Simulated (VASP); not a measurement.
Here is a VASP 6.6.1 calculation.

INCAR

```
PREC     = Accurate       # precision mode
ENCUT    = 500            # plane-wave cutoff, eV
EDIFF    = 1E-6           # SCF threshold, eV
ISMEAR   = 0              # smearing method
SIGMA    = 0.01           # smearing width, eV
LREAL    = F              # projectors in reciprocal space
LASPH    = T              # aspherical terms in the spheres
NELM     = 120            # most SCF steps
ALGO     = Normal         # electronic algorithm
ISIF     = 2              # what is computed and relaxed
LWAVE    = F              # write WAVECAR
LCHARG   = F              # write CHGCAR
GGA      = PE             # functional
IVDW     = 12             # dispersion correction
NBANDS   = 11             # bands
GGA_COMPAT= F
```

The input KPOINTS:

```
Automatic mesh
0
Gamma
  8 8 8
```

POSCAR

```
AlP
1.0
    0.0000000000      2.6450685012      2.6450685012
    2.6450685012      0.0000000000      2.6450685012
    2.6450685012      2.6450685012      0.0000000000
Al P
1 1
Direct
    0.0000000000      0.0000000000      0.0000000000
    0.2500000000      0.2500000000      0.2500000000
```

Potentials or basis: VASP PAW PBE potentials, release 64 (Al, P).

The run is started by

```console
$ cat potpaw_PBE.64/Al/POTCAR potpaw_PBE.64/P/POTCAR > POTCAR
$ mpirun -np 1 vasp_std > vasp.out
```

(1) Estimate the band gap on the k mesh.

(2) Estimate the dispersion energy per atom.

(3) Predict the pressure.

## Answers

(1) 1.37 eV, indirect (least direct gap 3.68 eV).

(2) -0.341 eV.

(3) 9.5 GPa.

Caveat: three body term missing.
